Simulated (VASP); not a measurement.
Set up this calculation in VASP 6.6.1, as the native input.

```
Task                   : relaxation of cell and atoms
Functional             : PBE
Potentials or basis    : VASP PAW PBE potentials, release 64 (B, N)
Cutoff                 : 600 eV
k mesh                 : 16 × 16 × 16
Occupations            : fermi-dirac, width 0.05 eV
Spin                   : no spin polarisation
Dipole correction      : no
Further INCAR settings : ALGO = Normal; EDIFF = 1e-07; IBRION = 2; EDIFFG = -0.005; NSW = 60; ISIF = 3
```

The structure of BN (rocksalt type) lies in POSCAR:

```
BN
1.0
    0.0000000000      2.1544346900      2.1544346900
    2.1544346900      0.0000000000      2.1544346900
    2.1544346900      2.1544346900      0.0000000000
B N
1 1
Direct
    0.0000000000      0.0000000000      0.0000000000
    0.5000000000      0.5000000000      0.5000000000
```

The input as run:

INCAR

```
SYSTEM = BN
ALGO = Normal
EDIFF = 1E-7
EDIFFG = -0.005
ENCUT = 600
GGA = PE
IBRION = 2
ISIF = 3
ISMEAR = -1
LASPH = .TRUE.
LCHARG = .FALSE.
LREAL = .FALSE.
LWAVE = .FALSE.
NELM = 80
NSW = 60
PREC = Accurate
SIGMA = 0.05
```

KPOINTS

```
k-points
0
G
  16 16 16
  0 0 0
```

Potentials or basis: VASP PAW PBE potentials, release 64 (B, N).

Run with:

```bash
$ cat potpaw_PBE.64/B/POTCAR potpaw_PBE.64/N/POTCAR > POTCAR
$ mpirun -np 1 vasp_std > vasp.out
```

It gave:

| Property | Result |
| --- | --- |
| Relaxed volume | 5.38 Å³/atom |
| Relaxed cell | a = 2.478 Å, b = 2.478 Å, c = 2.478 Å, α = 60.00°, β = 60.00°, γ = 60.00° |
| Space group after relaxing (to 0.05 Å) | Fm-3m (No. 225) |
| Energy gained by relaxing | 1563.0 meV/atom |
| Ionic steps | 18 |
| Pressure after relaxing | -0.1 GPa |
| Band gap on the k mesh | 1.17 eV, indirect (least direct gap 5.81 eV) |

Caveat: the volume moved by over 15 % at a fixed basis, so the end points are rough.

It took 55 s on 1 thread of Intel(R) Xeon(R) 6975P-C (Granite Rapids), with other jobs on the host, peak memory 0.15 GiB.
